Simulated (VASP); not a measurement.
# Te2Mo in VASP: a series of runs

Runs on Te2Mo. Level: LDA. Tasks: single point.

All numbers are computed with VASP 6.6.1; they aren't measurements. Logs are shortened: lines on timing, memory, paths and dates and some standing lists are left out, and cuts for length are marked.

### Step 1. The cell of the first run

The cell holds a slab with vacuum, 3 atoms: a = 3.560 Å, b = 3.560 Å, c = 17.524 Å, α = 90.00°, β = 90.00°, γ = 120.00°.

### Step 2. Single point, LDA

INCAR

```
ALGO = Normal
EDIFF = 1E-6
ENCUT = 520
GGA = CA
ISIF = 2
ISMEAR = 0
LASPH = True
LCHARG = False
LREAL = False
LWAVE = False
NBANDS = 20
NELM = 60
PREC = Accurate
SIGMA = 0.05
```

KPOINTS

```
k-points
0
Gamma
  12 12 2
```

POSCAR

```
Te2Mo
1.0
    3.5602328140      0.0000000000      0.0000000000
   -1.7801164070      3.0832520603      0.0000000000
    0.0000000000      0.0000000000     17.5240578200
Te Mo
2 1
Direct
    0.3272185722      0.6544371444      0.8997292186
    0.3272185722      0.6544371444      0.1040183186
    0.0000000000      0.0000000000      0.0000000000
```

Potentials or basis: VASP PAW LDA potentials, release 64 (Te, Mo_sv).

Run with:

```console
> cat potpaw_LDA.64/Te/POTCAR potpaw_LDA.64/Mo_sv/POTCAR > POTCAR
> mpirun -np 1 vasp_std > vasp.out
```

OUTCAR:

```text
EDIFF = 1E-6
   ENCUT = 520
   GGA = CA
   ISIF = 2
   ISMEAR = 0
   LASPH = True
   LREAL = False
   NELM = 60
   PREC = Accurate

 ion  position               nearest neighbor table
   1  0.327  0.654  0.900-   3 2.68   3 2.72   3 2.72   2 3.58
   2  0.327  0.654  0.104-   3 2.72   3 2.76   3 2.76   1 3.58
   3  0.000  0.000  0.000-   1 2.68   1 2.72   1 2.72   2 2.72   2 2.76   2 2.76

  LATTYP: Found a hexagonal cell.
 ALAT       =     3.5602328140
 C/A-ratio  =     4.9221662558

  Lattice vectors:

 A1 = (   3.5602328140,   0.0000000000,   0.0000000000)
 A2 = (  -1.7801164070,   3.0832520603,   0.0000000000)
 A3 = (   0.0000000000,   0.0000000000,  17.5240578200)

Analysis of symmetry for initial positions (statically):
=====================================================================
 Subroutine PRICEL returns:
 Original cell was already a primitive cell.

 Routine SETGRP: Setting up the symmetry group for a
 hexagonal supercell.

 Subroutine GETGRP returns: Found  2 space group operations
 (whereof  2 operations were pure point group operations)
 out of a pool of 24 trial point group operations.

The static configuration has the point symmetry C_1h.

Analysis of symmetry for dynamics (positions and initial velocities):
=====================================================================
 Subroutine PRICEL returns:
 Original cell was already a primitive cell.

 Routine SETGRP: Setting up the symmetry group for a
 hexagonal supercell.

 Subroutine GETGRP returns: Found  2 space group operations
 (whereof  2 operations were pure point group operations)
 out of a pool of 24 trial point group operations.

The dynamic configuration has the point symmetry C_1h.

 Subroutine INISYM returns: Found  2 space group operations
 (whereof  2 operations are pure point group operations),
 and found     1 'primitive' translations

----------------------------------------------------------------------------------------

                                     Primitive cell

  volume of cell :     192.3633

  direct lattice vectors                    reciprocal lattice vectors
     3.560232814  0.000000000  0.000000000     0.280880508  0.162166437  0.000000000
    -1.780116407  3.083252060  0.000000000     0.000000000  0.324332873  0.000000000
     0.000000000  0.000000000 17.524057820     0.000000000  0.000000000  0.057064409

  length of vectors
     3.560232814  3.560232814 17.524057820     0.324332873  0.324332873  0.057064409

  position of ions in fractional coordinates (direct lattice)
     0.327218572  0.654437144  0.899729219
     0.327218572  0.654437144  0.104018319
     0.000000000  0.000000000  0.000000000

  ion indices of the primitive-cell ions
   primitive index   ion index
                 1           1
                 2           2
                 3           3

----------------------------------------------------------------------------------------

 KPOINTS: k-points

Automatic generation of k-mesh.
 Grid dimensions read from file:
 generate k-points for:   12   12    2

 Generating k-lattice:

  Cartesian coordinates                     Fractional coordinates (reciprocal lattice)
     0.023406709  0.013513870  0.000000000     0.083333333  0.000000000  0.000000000
     0.000000000  0.027027739  0.000000000     0.000000000  0.083333333  0.000000000
     0.000000000  0.000000000  0.028532204     0.000000000  0.000000000  0.500000000

  Length of vectors
     0.027027739  0.027027739  0.028532204

  Shift w.r.t. Gamma in fractional coordinates (k-lattice)
     0.000000000  0.000000000  0.000000000

 Subroutine IBZKPT returns following result:
 ===========================================

 Found     86 irreducible k-points:

 Following reciprocal coordinates:
            Coordinates               Weight
  0.000000  0.000000  0.000000      1.000000
  0.083333  0.000000  0.000000      4.000000
  0.000000  0.083333  0.000000      2.000000
  0.166667  0.000000  0.000000      4.000000
  0.000000  0.166667  0.000000      2.000000
  0.250000  0.000000  0.000000      4.000000
[... 16 lines left out ...]
 -0.083333  0.416667  0.000000      4.000000
 -0.416667  0.333333  0.000000      4.000000
 [... further k-points ...]
   k-points           NKPTS =     86   k-points in BZ     NKDIM =     86   number of bands    NBANDS=     20
   number of dos      NEDOS =    301   number of ions     NIONS =      3
   total plane-waves  NPLWV = 109760
   dimension x,y,z NGX =    28 NGY =   28 NGZ =  140
   dimension x,y,z NGXF=    56 NGYF=   56 NGZF=  280
   ions per type =               2   1
   NGX,Y,Z   is equivalent  to a cutoff of  13.07, 13.07, 13.28 a.u.
   NGXF,Y,Z  is equivalent  to a cutoff of  26.15, 26.15, 26.56 a.u.
 SYSTEM =  unknown system
   PREC   = accura    normal or accurate (medium, high low for compatibility)
   ISTART =      0    job   : 0-new  1-cont  2-samecut
   ICHARG =      2    charge: 1-file 2-atom 10-const
   ISPIN  =      1    spin polarized calculation?
   LNONCOLLINEAR =      F non collinear calculations
   LSORBIT =      F    spin-orbit coupling
   LASPH  =      T    aspherical Exc in radial PAW
   ENCUT  =  520.0 eV  38.22 Ry    6.18 a.u.   6.62  6.62 32.58*2*pi/ulx,y,z
   NELM   =     60;   NELMIN=  2; NELMDL= -5     # of ELM steps
   EDIFF  = 0.1E-05   stopping-criterion for ELM
   LREAL  =      F    real-space projection
   EDIFFG = 0.1E-04   stopping-criterion for IOM
   NSW    =      0    number of steps for IOM
   IBRION =     -1    ionic relax: 0-MD 1-quasi-New 2-CG
   NFREE  =      0    steps in history (QN), initial steepest desc. (CG)
   ISIF   =      2    stress and relaxation
   ISYM   =      2    0-nonsym 1-usesym 2-fastsym
   POTIM  = 0.5000    time-step for ionic-motion
   TEBEG  =    0.0;   TEEND  =   0.0 temperature during run
   PSTRESS=    0.0 pullay stress
   NELECT =      26.0000    total number of electrons
   NUPDOWN=      -1.0000    fix difference up-down
   EMIN   =  10.00;   EMAX   =-10.00  energy-range for DOS
   EFERMI =   0.00;   METHOD = LEGACY
   ISMEAR =     0;   SIGMA  =   0.05  broadening in eV -4-tet -1-fermi 0-gaus
   EFERMI_NEDOS =   21; number of points for ismear=-14 and -15
   IALGO  =     38    algorithm
   IMIX   =      4    mixing-type and parameters
     AMIX     =   0.40;   BMIX     =  1.00
     AMIX_MAG =   1.60;   BMIX_MAG =  1.00
  volume/ion in A,a.u.               =      64.12       432.71
  Fermi-wavevector in a.u.,A,eV,Ry     =   0.840153  1.587660  9.603777  0.705858
  Thomas-Fermi vector in A             =   1.954489
   LORBIT       =      0    0 simple, 1 ext, 2 COOP (PROOUT), +10 PAW based schemes
   GGA     = CA    functional components
   LHFCALC =     F    Hartree Fock is set to
   AEXX    =    0.0000 exact exchange contribution
   IVDW    =     0    specifies the selected vdW correction
   LEPSILON=     F    determine dielectric tensor
   LRPA    =     F    only Hartree local field effects (RPA)
 non-spin polarized calculation
 Gauss-broadening in eV      SIGMA  =   0.05
  energy-cutoff  :      520.00
  volume of cell :      192.36
 maximum number of plane-waves:      5262
   NGX = 13   NGY = 13   NGZ = 65

 number of electron      26.0000000 magnetization

 Free energy of the ion-electron system (eV)
  ---------------------------------------------------
  ext. energy  EPLUGINS =         0.00000000
  ---------------------------------------------------
  free energy    TOTEN  =       -20.39137467 eV

  energy without entropy =      -20.39137467  energy(sigma->0) =      -20.39137467

 E-fermi :   0.1875     XC(G=0):  -4.8310

 val. band max:       -0.1376438406   @ k =   0.3333   0.3333   0.5000
 cond. band min:       0.9068720571   @ k =   0.3333   0.3333   0.0000
 fundamental gap:      1.0445158977
 Fermi energy:         0.1874698827

 k-point     1 :       0.0000    0.0000    0.0000
  band No.  band energies     occupation
      1     -60.4377      2.00000
      2     -34.7746      2.00000
      3     -34.6720      2.00000
      4     -34.6616      2.00000
      5     -12.6729      2.00000
      6     -11.6930      2.00000
[... 12 lines left out ...]
     19       4.7663      0.00000
     20       5.5471      0.00000

 k-point     2 :       0.0833    0.0000    0.0000
  band No.  band energies     occupation
      1     -60.4371      2.00000
      2     -34.7729      2.00000
      3     -34.6763      2.00000
      4     -34.6671      2.00000
      5     -12.5802      2.00000
      6     -11.6294      2.00000
[... 12 lines left out ...]
     19       4.8814      0.00000
     20       5.7621      0.00000

 k-point     3 :       0.0000    0.0833    0.0000
  band No.  band energies     occupation
      1     -60.4371      2.00000
      2     -34.7728      2.00000
      3     -34.6800      2.00000
      4     -34.6634      2.00000
      5     -12.5794      2.00000
      6     -11.6307      2.00000
[... 12 lines left out ...]
     19       4.8832      0.00000
     20       5.7596      0.00000

 k-point     4 :       0.1667    0.0000    0.0000
  band No.  band energies     occupation
      1     -60.4356      2.00000
      2     -34.7681      2.00000
      3     -34.6948      2.00000
      4     -34.6750      2.00000
      5     -12.3116      2.00000
      6     -11.4454      2.00000
[... 12 lines left out ...]
     19       5.2066      0.00000
     20       6.0890      0.00000

 k-point     5 :       0.0000    0.1667    0.0000
  band No.  band energies     occupation
      1     -60.4355      2.00000
      2     -34.7679      2.00000
      3     -34.7018      2.00000
      4     -34.6684      2.00000
      5     -12.3082      2.00000
      6     -11.4507      2.00000
[... 12 lines left out ...]
     19       5.2115      0.00000
     20       6.0911      0.00000
[... 353 lines left out ...]
      6     -10.9611      2.00000
[... 12 lines left out ...]
     19       6.0360      0.00000
     20       6.3284      0.00000

 k-point    22 :       0.3333    0.0833    0.0000
  band No.  band energies     occupation
      1     -60.4302      2.00000
      2     -34.7644      2.00000
      3     -34.7516      2.00000
      4     -34.6955      2.00000
      5     -11.1233      2.00000
      6     -10.6532      2.00000
[... 12 lines left out ...]
     19       6.1553      0.00000
     20       6.3238      0.00000

 k-point    23 :      -0.0833    0.4167    0.0000
  band No.  band energies     occupation
      1     -60.4301      2.00000
      2     -34.7717      2.00000
      3     -34.7511      2.00000
      4     -34.6893      2.00000
      5     -11.1084      2.00000
      6     -10.6746      2.00000
[... 12 lines left out ...]
     19       6.1601      0.00000
     20       6.3313      0.00000

 k-point    24 :      -0.4167    0.3333    0.0000
  band No.  band energies     occupation
      1     -60.4302      2.00000
      2     -34.7620      2.00000
      3     -34.7518      2.00000
      4     -34.6977      2.00000
      5     -11.1267      2.00000
      6     -10.6471      2.00000
[... 12 lines left out ...]
     19       6.1454      0.00000
     20       6.3387      0.00000

 [... further k-points ...]
[... 5 lines left out ...]
  --------------------------------------------------------------------------------------
  -------------------------------------------------------------------------------------
  Total       -2.5664940     -2.1022473     -1.2643397      0.0000000     -0.0499801      0.0000000
  in kB      -21.3761127    -17.5094408    -10.5305793      0.0000000     -0.4162797      0.0000000
  external PRESSURE =     -16.4720443 kB  Pullay stress =       0.0000000 kB

 VOLUME and BASIS-vectors are now :
 -----------------------------------------------------------------------------
  energy-cutoff  :      520.00
  volume of cell :      192.36
      direct lattice vectors                 reciprocal lattice vectors
     3.560232814  0.000000000  0.000000000     0.280880508  0.162166437  0.000000000
    -1.780116407  3.083252060  0.000000000     0.000000000  0.324332873  0.000000000
     0.000000000  0.000000000 17.524057820     0.000000000  0.000000000  0.057064409

 POSITION                                       TOTAL-FORCE (eV/Angst)
 -----------------------------------------------------------------------------------
      0.00000      2.01779     15.76691         0.000000      0.277752      0.001108
      0.00000      2.01779      1.82282         0.000000      0.240333     -0.686085
      0.00000      0.00000      0.00000        -0.000000     -0.518085      0.684978
 -----------------------------------------------------------------------------------
    total drift:                                0.000000     -0.000010      0.000023

  FREE ENERGIE OF THE ION-ELECTRON SYSTEM (eV)
  ---------------------------------------------------
  free  energy   TOTEN  =       -20.3913746655 eV

  energy  without entropy=      -20.3913746655  energy(sigma->0) =      -20.39137467
```

It took 10 min on 1 thread of AMD EPYC 7R13, shared host; peak memory 0.46 GiB.

What came out:

- Free energy: -20.3914 eV
- Largest force: 0.859 eV/Å
- Band gap on the k mesh: 1.04 eV, direct

Forces in eV/Å, atoms in the order of the input:
```
Te   0.000  0.278  0.001
Te   0.000  0.240 -0.686
Mo   0.000 -0.518  0.685
```

Levels at points of the mesh, in eV from the valence-band top:
```csv
k point,band 10,band 11,band 12,band 13,band 14,band 15,band 16,band 17
"(0.00, 0.00, 0.00)",-1.61,-0.98,-0.79,-0.35,2.93,3.14,3.34,3.43
"(0.50, 0.00, 0.00)",-2.31,-1.48,-0.67,-0.30,1.40,1.74,3.23,3.75
"(0.00, 0.50, 0.00)",-2.24,-1.57,-0.71,-0.30,1.36,1.72,3.39,3.70
"(0.00, 0.00, 0.50)",-1.61,-0.98,-0.79,-0.35,2.93,3.14,3.34,3.43
"(0.50, 0.00, 0.50)",-2.31,-1.48,-0.67,-0.30,1.40,1.74,3.23,3.75
"(0.00, 0.50, 0.50)",-2.24,-1.57,-0.71,-0.30,1.36,1.72,3.39,3.70
```

Caveat: the cell differs from its parent crystal (all Te atoms moved +0.050 Å, as atom 1 towards its neighbour atom 3 (Mo) at 2.726 Å); spin-orbit coupling is left out, which moves the levels of the heavy elements.

### Step 3. Single point, LDA

INCAR

```
SYSTEM = Te2Mo
PREC = Accurate
ENCUT = 520
EDIFF = 1E-6
ISMEAR = 0
SIGMA = 0.05
LREAL = .False.
LASPH = .True.
NELM = 80
ALGO = Normal
ISIF = 2
LWAVE = .False.
LCHARG = .True.
GGA = CA
LELF = .True.
LVHAR = .True.
NBANDS = 20
```

KPOINTS

```
regular mesh
0
Gamma
  12 12 2
  0 0 0
```

POSCAR

```
Te2Mo
1.0
    3.5602328140      0.0000000000      0.0000000000
   -1.7801164070      3.0832520603      0.0000000000
    0.0000000000      0.0000000000     17.5240578200
Te Mo
2 1
Direct
    0.3363907139      0.6727814278      0.8969185657
    0.3363907139      0.6727814278      0.1012076657
    0.0000000000      0.0000000000      0.0000000000
```

Potentials or basis: VASP PAW LDA potentials, release 64 (Te, Mo_sv).

Run with:

```console
> cat potpaw_LDA.64/Te/POTCAR potpaw_LDA.64/Mo_sv/POTCAR > POTCAR
> mpirun -np 1 vasp_std > vasp.out
```

Wall time 9.8 min (1 thread of AMD EPYC 7R13, shared host); peak memory 0.45 GiB.

Results (log left out):

| Item | Value |
| --- | --- |
| Free energy | -20.4071 eV |
| Largest force | 0.548 eV/Å |
| Band gap on the k mesh | 1.04 eV, direct |

Forces on the atoms (eV/Å):
```
Te   0.000 -0.122  0.535
Te   0.000 -0.131 -0.193
Mo   0.000  0.254 -0.342
```

Levels at points of the mesh, in eV from the valence-band top:
| k point | band 9 | band 10 | band 11 | band 12 | band 13 | band 14 | band 15 | band 16 | band 17 | band 18 |
| --- | --- | --- | --- | --- | --- | --- | --- | --- | --- | --- |
| (0.00, 0.00, 0.00) | -1.67 | -1.60 | -0.94 | -0.84 | -0.37 | 3.00 | 3.12 | 3.33 | 3.39 | 4.37 |
| (0.50, 0.00, 0.00) | -3.25 | -2.28 | -1.53 | -0.69 | -0.31 | 1.38 | 1.73 | 3.32 | 3.72 | 3.95 |
| (0.00, 0.50, 0.00) | -3.27 | -2.31 | -1.48 | -0.66 | -0.33 | 1.40 | 1.74 | 3.26 | 3.73 | 3.93 |
| (0.00, 0.00, 0.50) | -1.67 | -1.60 | -0.94 | -0.84 | -0.37 | 3.00 | 3.12 | 3.33 | 3.39 | 4.46 |
| (0.50, 0.00, 0.50) | -3.25 | -2.28 | -1.53 | -0.69 | -0.31 | 1.38 | 1.73 | 3.32 | 3.72 | 3.95 |
| (0.00, 0.50, 0.50) | -3.27 | -2.31 | -1.48 | -0.66 | -0.33 | 1.40 | 1.74 | 3.26 | 3.73 | 3.93 |

Caveat: the cell differs from its parent crystal (all Te atoms moved -0.025 Å, as atom 1 towards its neighbour atom 3 (Mo) at 2.726 Å); spin-orbit coupling is left out, which moves the levels of the heavy elements.

### Step 4. Single point, LDA

INCAR

```
PREC = Accurate
ENCUT = 520
EDIFF = 1E-6
ISMEAR = 0
SIGMA = 0.05
LREAL = False
LASPH = True
NELM = 80
ALGO = Normal
ISIF = 2
LWAVE = False
LCHARG = False
NBANDS = 20
```

KPOINTS

```
Automatic mesh
0
Gamma
  12 12 2
```

POSCAR

```
Te2Mo
1.0
    3.5602328140      0.0000000000      0.0000000000
   -1.7801164070      3.0832520603      0.0000000000
    0.0000000000      0.0000000000     17.5240578200
Te Mo
2 1
Direct
    0.3226325013      0.6452650027      0.9011345450
    0.3226325013      0.6452650027      0.1054236450
    0.0000000000      0.0000000000      0.0000000000
```

Run with:

```console
> cat potpaw_LDA.64/Te/POTCAR potpaw_LDA.64/Mo_sv/POTCAR > POTCAR
> mpirun -np 1 vasp_std > vasp.out
```

Run time: 11 min. Hardware: 1 thread of AMD EPYC 7R13, shared host; peak memory 0.46 GiB.

Results (log left out):

- Free energy: -20.3479 eV
- Largest force: 1.513 eV/Å
- Band gap on the k mesh: 1.05 eV, direct

Forces on the atoms (eV/Å):
```
Te   0.000  0.518 -0.313
Te   0.000  0.400 -0.890
Mo   0.000 -0.918  1.203
```

Levels at points of the mesh, in eV from the valence-band top:
```csv
k point,band 11,band 12,band 13,band 14,band 15,band 16
"(0.00, 0.00, 0.00)",-1.03,-0.70,-0.32,2.83,3.12,3.42
"(0.50, 0.00, 0.00)",-1.46,-0.69,-0.25,1.41,1.75,3.14
"(0.00, 0.50, 0.00)",-1.61,-0.73,-0.28,1.35,1.72,3.44
"(0.00, 0.00, 0.50)",-1.03,-0.70,-0.32,2.83,3.12,3.42
"(0.50, 0.00, 0.50)",-1.46,-0.69,-0.25,1.41,1.75,3.14
"(0.00, 0.50, 0.50)",-1.61,-0.73,-0.28,1.35,1.72,3.44
```

Caveat: the cell differs from its parent crystal (all Te atoms moved +0.087 Å, as atom 1 towards its neighbour atom 3 (Mo) at 2.726 Å); spin-orbit coupling is left out, which moves the levels of the heavy elements.
